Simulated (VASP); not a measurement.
Input of a VASP 6.6.1 run:

The input INCAR:

```
ALGO = Normal
EDIFF = 1E-8
ENCUT = 600
GGA = CA
IBRION = 6
ISIF = 3
ISMEAR = -1
LASPH = T
LCHARG = F
LREAL = F
LWAVE = F
NELM = 100
NFREE = 2
NSW = 1
POTIM = 0.015
PREC = Accurate
SIGMA = 0.15
```

File KPOINTS:

```
k-points
0
Gamma
  18 18 18
```

POSCAR

```
Pt
1.0
    0.0000000000      1.9485706507      1.9485706507
    1.9485706507      0.0000000000      1.9485706507
    1.9485706507      1.9485706507      0.0000000000
Pt
1
Direct
    0.0000000000      0.0000000000      0.0000000000
```

Potentials or basis: VASP PAW LDA potentials, release 64 (Pt).

The run is started by

```console
$ cat potpaw_LDA.64/Pt/POTCAR > POTCAR
$ mpirun -np 1 vasp_std > vasp.out
```

(1) Estimate the elastic constants C11, C12, C44.

(2) Predict the Voigt bulk modulus.

## Answers

(1) 386, 268, 100 GPa.

(2) 307 GPa.
